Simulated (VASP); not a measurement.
# CdF2 (Pnma) in VASP: single point with PBE

Aim: the single point of CdF2 with PBE.

All numbers are computed with VASP 6.6.1; they aren't measurements. Logs are shortened: lines on timing, memory, paths and dates and some standing lists are left out, and cuts for length are marked.

## Step 1: The cell of the first run

Symmetry: Pnma, No. 62, orthorhombic system. The conventional cell has a = 5.845 Å, b = 3.560 Å, c = 6.950 Å, α = 90.00°, β = 90.00°, γ = 90.00°. Within 3.0 Å of Cd (site symmetry m) lie 9 F at 2.26 to 2.76 Å. Within 3.0 Å of F (site symmetry m) lie 4 Cd at 2.26 to 2.32 Å and 8 F at 2.66 to 2.97 Å. F (site symmetry m) has 5 Cd at 2.33 to 2.76 Å and 10 F at 2.69 to 3.16 Å within 3.2 Å.

## Step 2: Single point, PBE

Contents of INCAR:

```
SYSTEM = CdF2
  ALGO = Normal
  EDIFF = 1E-6
  ENCUT = 520
  GGA = PE
  ISIF = 2
  ISMEAR = 0
  KPAR = 2
  LASPH = .True.
  LCHARG = .False.
  LREAL = .False.
  LWAVE = .False.
  NBANDS = 64
  NELM = 100
  PREC = Accurate
  SIGMA = 0.05
```

Contents of KPOINTS:

```
k-points
0
Gamma
  6 10 6
  0 0 0
```

Contents of POSCAR:

```
CdF2
1.0
    5.8445734900      0.0000000000      0.0000000000
    0.0000000000      3.5602146600      0.0000000000
    0.0000000000      0.0000000000      6.9500135200
Cd F
4 8
Direct
    0.7466717600      0.2500000000      0.1091244100
    0.2466717600      0.2500000000      0.3908755900
    0.2533282400      0.7500000000      0.8908755900
    0.7533282400      0.7500000000      0.6091244100
    0.6416526800      0.2500000000      0.4219755500
    0.1416526800      0.2500000000      0.0780244500
    0.3583473200      0.7500000000      0.5780244500
    0.8583473200      0.7500000000      0.9219755500
    0.5157139200      0.2500000000      0.8364352400
    0.0157139200      0.2500000000      0.6635647600
    0.4842860800      0.7500000000      0.1635647600
    0.9842860800      0.7500000000      0.3364352400
```

Potentials or basis: VASP PAW PBE potentials, release 64 (Cd, F).

The run is started by

```sh
> cat potpaw_PBE.64/Cd/POTCAR potpaw_PBE.64/F/POTCAR > POTCAR
> mpirun -np 2 vasp_std > vasp.out
```

OUTCAR:

```text
SYSTEM = CdF2
   EDIFF = 1E-6
   ENCUT = 520
   GGA = PE
   ISIF = 2
   ISMEAR = 0
   LASPH = .True.
   LREAL = .False.
   NELM = 100
   PREC = Accurate

 ion  position               nearest neighbor table
   1  0.747  0.250  0.109-   5 2.26   8 2.30   8 2.30   6 2.32   9 2.33  11 2.38  11 2.38  12 2.76
                            12 2.76   2 3.52   2 3.52   3 3.71   3 3.71   3 3.77   3 3.77
   2  0.247  0.250  0.391-   6 2.26   7 2.30   7 2.30   5 2.32  10 2.33  12 2.38  12 2.38  11 2.76
                            11 2.76   1 3.52   1 3.52   4 3.71   4 3.71   4 3.77   4 3.77
   3  0.253  0.750  0.891-   7 2.26   6 2.30   6 2.30   8 2.32  11 2.33   9 2.38   9 2.38  10 2.76
                            10 2.76   4 3.52   4 3.52   1 3.71   1 3.71   1 3.77   1 3.77
   4  0.753  0.750  0.609-   8 2.26   5 2.30   5 2.30   7 2.32  12 2.33  10 2.38  10 2.38   9 2.76
                             9 2.76   3 3.52   3 3.52   2 3.71   2 3.71   2 3.77   2 3.77
   5  0.642  0.250  0.422-   1 2.26   4 2.30   4 2.30   2 2.32
   6  0.142  0.250  0.078-   2 2.26   3 2.30   3 2.30   1 2.32
   7  0.358  0.750  0.578-   3 2.26   2 2.30   2 2.30   4 2.32
   8  0.858  0.750  0.922-   4 2.26   1 2.30   1 2.30   3 2.32
   9  0.516  0.250  0.836-   1 2.33   3 2.38   3 2.38   4 2.76   4 2.76
  10  0.016  0.250  0.664-   2 2.33   4 2.38   4 2.38   3 2.76   3 2.76
  11  0.484  0.750  0.164-   3 2.33   1 2.38   1 2.38   2 2.76   2 2.76
  12  0.984  0.750  0.336-   4 2.33   2 2.38   2 2.38   1 2.76   1 2.76

  LATTYP: Found a simple orthorhombic cell.
 ALAT       =     3.5602146600
 B/A-ratio  =     1.6416351395
 C/A-ratio  =     1.9521332795

  Lattice vectors:

 A1 = (   0.0000000000,  -3.5602146600,   0.0000000000)
 A2 = (   5.8445734900,   0.0000000000,   0.0000000000)
 A3 = (   0.0000000000,   0.0000000000,   6.9500135200)

Analysis of symmetry for initial positions (statically):
=====================================================================
 Subroutine PRICEL returns:
 Original cell was already a primitive cell.

 Routine SETGRP: Setting up the symmetry group for a
 simple orthorhombic supercell.

 Subroutine GETGRP returns: Found  8 space group operations
 (whereof  2 operations were pure point group operations)
 out of a pool of  8 trial point group operations.

The static configuration has the point symmetry S_2 .
 The point group associated with its full space group is D_2h.

Analysis of symmetry for dynamics (positions and initial velocities):
=====================================================================
 Subroutine PRICEL returns:
 Original cell was already a primitive cell.

 Routine SETGRP: Setting up the symmetry group for a
 simple orthorhombic supercell.

 Subroutine GETGRP returns: Found  8 space group operations
 (whereof  2 operations were pure point group operations)
[... 142 lines left out ...]
     AMIX     =   0.40;   BMIX     =  1.00
     AMIX_MAG =   1.60;   BMIX_MAG =  1.00
  volume/ion in A,a.u.               =      12.05        81.33
  Fermi-wavevector in a.u.,A,eV,Ry     =   1.466722  2.771702 29.269841  2.151273
  Thomas-Fermi vector in A             =   2.582425
   LORBIT       =      0    0 simple, 1 ext, 2 COOP (PROOUT), +10 PAW based schemes
   GGA     = PE    functional components
   LHFCALC =     F    Hartree Fock is set to
   AEXX    =    0.0000 exact exchange contribution
   IVDW    =     0    specifies the selected vdW correction
   LEPSILON=     F    determine dielectric tensor
   LRPA    =     F    only Hartree local field effects (RPA)
 non-spin polarized calculation
 Gauss-broadening in eV      SIGMA  =   0.05
  energy-cutoff  :      520.00
  volume of cell :      144.62
 maximum number of plane-waves:      3924
 NGX is ok and might be reduce to    48
   NGX = 21   NGY = 13   NGZ = 25

 number of electron     104.0000033 magnetization

 Free energy of the ion-electron system (eV)
  ---------------------------------------------------
  ext. energy  EPLUGINS =         0.00000000
  ---------------------------------------------------
  free energy    TOTEN  =       -42.85370124 eV

  energy without entropy =      -42.85370124  energy(sigma->0) =      -42.85370124

 E-fermi :  -0.7214     XC(G=0): -11.0439

 val. band max:       -0.9690506731   @ k =   0.0000   0.4000   0.0000
 cond. band min:       1.9521161579   @ k =   0.0000   0.0000   0.0000
 fundamental gap:      2.9211668310
 Fermi energy:        -0.7214316489

 k-point     1 :       0.0000    0.0000    0.0000
  band No.  band energies     occupation
      1     -21.7767      2.00000
      2     -21.5074      2.00000
      3     -21.2127      2.00000
      4     -21.1882      2.00000
      5     -20.7511      2.00000
      6     -20.6331      2.00000
[... 1597 lines left out ...]
     63      11.5811      0.00000
     64      11.5811      0.00000

 [... further k-points ...]

------------------------ aborting loop because EDIFF is reached ----------------------------------------

  FORCE on cell =-STRESS in cart. coord.  units (eV):
  Direction    XX          YY          ZZ          XY          YZ          ZX
  --------------------------------------------------------------------------------------
  -------------------------------------------------------------------------------------
  Total        5.4635725      5.5871074      5.6530505     -0.0000000      0.0000000      0.0000000
  in kB       60.5302737     61.8989016     62.6294775     -0.0000000      0.0000000      0.0000000
  external PRESSURE =      61.6862176 kB  Pullay stress =       0.0000000 kB

 VOLUME and BASIS-vectors are now :
 -----------------------------------------------------------------------------
  energy-cutoff  :      520.00
  volume of cell :      144.62
      direct lattice vectors                 reciprocal lattice vectors
     5.844573490  0.000000000  0.000000000     0.171098884  0.000000000  0.000000000
     0.000000000  3.560214660  0.000000000     0.000000000  0.280881940  0.000000000
     0.000000000  0.000000000  6.950013520     0.000000000  0.000000000  0.143884612

 POSITION                                       TOTAL-FORCE (eV/Angst)
 -----------------------------------------------------------------------------------
      4.36398      0.89005      0.75842        -0.036258     -0.000000      0.022715
      1.44169      0.89005      2.71659        -0.036258     -0.000000     -0.022715
      1.48060      2.67016      6.19160         0.036258     -0.000000     -0.022715
      4.40288      2.67016      4.23342         0.036258      0.000000      0.022715
      3.75019      0.89005      2.93274        -0.003395     -0.000000     -0.003191
      0.82790      0.89005      0.54227        -0.003395      0.000000      0.003191
      2.09439      2.67016      4.01728         0.003395      0.000000      0.003191
      5.01667      2.67016      6.40774         0.003395     -0.000000     -0.003191
      3.01413      0.89005      5.81324         0.031041     -0.000000     -0.049263
      0.09184      0.89005      4.61178         0.031041     -0.000000      0.049263
      2.83045      2.67016      1.13678        -0.031041      0.000000      0.049263
      5.75273      2.67016      2.33823        -0.031041     -0.000000     -0.049263
 -----------------------------------------------------------------------------------
    total drift:                                0.000000     -0.000000      0.000000

  FREE ENERGIE OF THE ION-ELECTRON SYSTEM (eV)
  ---------------------------------------------------
  free  energy   TOTEN  =       -42.8537012429 eV

  energy  without entropy=      -42.8537012429  energy(sigma->0) =      -42.85370124
```

It took 13 min on 2 MPI ranks of Intel Xeon Platinum 8375C at 2.90GHz (Ice Lake), shared host; peak memory 0.67 GiB.

What came out:

| Property | Result |
| --- | --- |
| Free energy | -42.8537 eV |
| Pressure | 6.2 GPa |
| Largest force | 0.058 eV/Å |
| Band gap on the k mesh | 2.92 eV (least direct gap 2.97 eV) |

Forces on the atoms (eV/Å):
```
Cd  -0.036  0.000  0.023
Cd  -0.036  0.000 -0.023
Cd   0.036  0.000 -0.023
Cd   0.036  0.000  0.023
F   -0.003  0.000 -0.003
F   -0.003  0.000  0.003
F    0.003  0.000  0.003
F    0.003  0.000 -0.003
F    0.031  0.000 -0.049
F    0.031  0.000  0.049
F   -0.031  0.000  0.049
F   -0.031  0.000 -0.049
```

Levels at points of the mesh, in eV from the valence-band top:
| k point | band 50 | band 51 | band 52 | band 53 | band 54 | band 55 |
| --- | --- | --- | --- | --- | --- | --- |
| (0.00, 0.00, 0.00) | -0.28 | -0.21 | -0.05 | 2.92 | 6.69 | 7.24 |
| (0.50, 0.00, 0.00) | -0.23 | -0.22 | -0.22 | 5.05 | 5.05 | 7.23 |
| (0.00, 0.50, 0.00) | -0.15 | -0.03 | -0.03 | 7.09 | 7.09 | 7.61 |
| (0.50, 0.50, 0.00) | -0.16 | -0.16 | -0.16 | 7.42 | 7.42 | 7.42 |
| (0.00, 0.00, 0.50) | -0.26 | -0.13 | -0.13 | 4.58 | 4.58 | 7.66 |
| (0.50, 0.00, 0.50) | -0.24 | -0.19 | -0.19 | 6.00 | 6.00 | 6.02 |
| (0.00, 0.50, 0.50) | -0.14 | -0.06 | -0.06 | 7.25 | 7.25 | 7.62 |
| (0.50, 0.50, 0.50) | -0.14 | -0.14 | -0.14 | 7.47 | 7.47 | 7.47 |

Caveat: the cell stands under pressure. A k mesh can miss the band edges.
